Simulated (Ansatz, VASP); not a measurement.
MgO: VASP beside Ansatz

```xyz
2
Lattice="2.6233 0.0000 0.0000 0.0000 2.6233 0.0000 0.0000 0.0000 2.6233" Properties=species:S:1:pos:R:3 pbc="T T T"
Mg    0.0000    0.0000    0.0000
O     1.3117    1.3117    1.3117
```

Alike in both runs: task single point; functional PBE; k mesh 10 × 10 × 10; occupations fermi-dirac, width 0.02 eV; no spin polarisation.

|  | VASP | Ansatz |
| --- | --- | --- |
| version | VASP 6.6.1 | Ansatz 0.2.0 |
| potentials or method | VASP PAW PBE potentials, release 64 (Mg, O) | plane waves, PAW |
| plane-wave cutoff (eV) | 520 | 420 |
| valence electrons in the cell | 8 | 16 |

VASP gave:

| Property | Result |
| --- | --- |
| gap on the k mesh at the Fermi level (eV) | 2.62 |
| pressure (GPa) | 5.5 |

**Question.** Estimate Ansatz's values.

**Answer.** gap on the k mesh at the Fermi level (eV): 2.64; pressure (GPa): 6.2.

The functional is the same, so the differences come from potentials, cutoffs and numerics. VASP's potentials hold 8 valence electrons a cell and Ansatz's 16, so a difference there can come from the potentials and not from the codes.
